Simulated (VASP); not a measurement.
Set up this calculation in VASP 6.6.1, as the native input.

| Property | Result |
| --- | --- |
| Task | single point |
| Functional | PBE |
| Dispersion | D3(BJ) |
| Potentials or basis | VASP PAW PBE potentials, release 64 (N_h, H_h, O_h, C_h, S) |
| Cutoff | 1000 eV |
| k mesh | 1 × 1 × 1 |
| Occupations | fermi-dirac, width 0.05 eV |
| Spin | no spin polarisation |
| Dipole correction | no |
| Further INCAR settings | LREAL = Auto; ALGO = Normal; EDIFF = 1e-06; NBANDS = 68 |

The structure of H3CSNO lies in POSCAR:

```
H3CSNO
1.0
    7.8729940000      0.0000000000      0.0000000000
    0.0000000000      7.8729940000      0.0000000000
    0.0000000000      0.0000000000      7.8729940000
N H O C S
4 12 4 4 4
Direct
    0.9968507533      0.7636865975      0.8689451561
    0.8285031082      0.4625432205      0.6218091872
    0.9772521102      0.5079770161      0.2420553096
    0.3471106418      0.0124857202      0.7805162814
    1.0388169990      0.6562687587      0.8132230254
    1.0915669439      0.8522043837      0.8483430827
    1.0208822717      0.7292397276      0.9921892485
    0.7862447247      0.4869049818      0.7431099274
    0.9069865924      0.3537154988      0.6190021230
    0.9066436479      0.5569418699      0.5865240085
    0.8750038422      0.4708246952      0.3133623625
    1.0528904252      0.4027692641      0.2340786745
    1.0492196488      0.5848346893      0.3188621762
    0.3982982840     -0.0893052884      0.7244639079
    0.2584277341      0.0771879161      0.7155981574
    0.4391721879      0.0919345296      0.8166270672
    0.4799952851      0.6119019016      0.5024517992
    0.3087389626      0.7696563722      0.1964436909
    0.7576279113      1.0360099347      0.3224694443
    1.0215681607      0.1937763448      0.9010803260
    0.4414457829      0.4714851809      0.4724124012
    0.4480633416      0.7522170092      0.1423727746
    0.8740639203      0.9742164163      0.3916045154
    0.8758421510      0.2074179150      0.9232574037
    0.3903724555      0.2881622925      0.4199164892
    0.6214916460      0.7178717525      0.0550108383
    1.0348159798      0.8913635651      0.4794999209
    0.6867527144      0.2427539002      0.9747117806
```

The input as run:

INCAR

```
  PREC = Accurate
  ENCUT = 1000
  EDIFF = 1E-6
  ISMEAR = -1
  SIGMA = 0.05
  LREAL = Auto
  LASPH = True
  NELM = 120
  ALGO = Normal
  ISIF = 2
  LWAVE = False
  LCHARG = False
  GGA = PE
  IVDW = 12
  NBANDS = 68
  GGA_COMPAT = False
```

KPOINTS

```
Automatic mesh
0
Gamma
  1 1 1
```

Potentials or basis: VASP PAW PBE potentials, release 64 (N_h, H_h, O_h, C_h, S).

Run with:

```console
$ cat potpaw_PBE.64/N_h/POTCAR potpaw_PBE.64/H_h/POTCAR potpaw_PBE.64/O_h/POTCAR potpaw_PBE.64/C_h/POTCAR potpaw_PBE.64/S/POTCAR > POTCAR
$ mpirun -np 1 vasp_gam > vasp.out
```

It gave:

```json
{"Pressure": "0.1 GPa", "Largest force": "1.561 eV/Å", "Dispersion energy per atom": "-0.055 eV"}
```

Caveat: the k points lie up to 0.80 Å⁻¹ apart.

Run time: 2.4 min on 1 thread of Intel(R) Xeon(R) Platinum 8375C CPU @ 2.90GHz (Ice Lake) (shared host), peak memory 1.1 GiB.
